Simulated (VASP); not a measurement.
AgCl: single point with PBE

Crystal: AgCl.

```
CELL_PARAMETERS angstrom
0.00000 2.99327 2.99327
3.06810 0.00000 2.99327
3.06810 2.99327 0.00000
ATOMIC_POSITIONS crystal
Ag 0.00000 0.00000 0.00000
Cl 0.25000 0.25000 0.25000
```

This cell differs from its parent crystal: uniaxial x strain +2.5%.

* Program: VASP 6.6.1
* Task: single point
* Functional: PBE
* Potentials or basis: VASP PAW PBE potentials, release 64 (Ag, Cl)
* Cutoff: 520 eV
* k mesh: 8 × 8 × 8
* Occupations: fermi-dirac, width 0.02 eV
* Spin: no spin polarisation
* Dipole correction: no
* Further INCAR settings: ALGO = Normal; EDIFF = 1e-06; NBANDS = 16

```json
{"Pressure": "0.2 GPa", "Band gap on the k mesh": "1.27 eV"}
```

Stress tensor (GPa, compression positive):
```
0.18 0.00 0.00
0.00 0.26 0.00
0.00 0.00 0.26
```

Levels at points of the mesh, in eV from the valence-band top:
```tsv
k point	band 7	band 8	band 9	band 10	band 11	band 12
(0.00, 0.00, 0.00)	-0.03	0.00	0.00	1.27	8.09	8.11
(0.50, 0.00, 0.00)	-1.91	-0.57	-0.55	3.73	6.65	8.36
(0.50, 0.50, 0.00)	-1.65	-1.34	-1.26	4.84	5.34	8.73
(0.00, 0.50, 0.50)	-1.71	-1.30	-1.30	4.87	5.41	8.59
```

Run time: 21 s on 1 thread of AMD EPYC 9R45 96-Core Processor (Zen 5), on a shared host, peak memory 0.17 GiB.

Caveat: the cell differs from its parent crystal (uniaxial x strain +2.5%). A k mesh can miss the band edges.
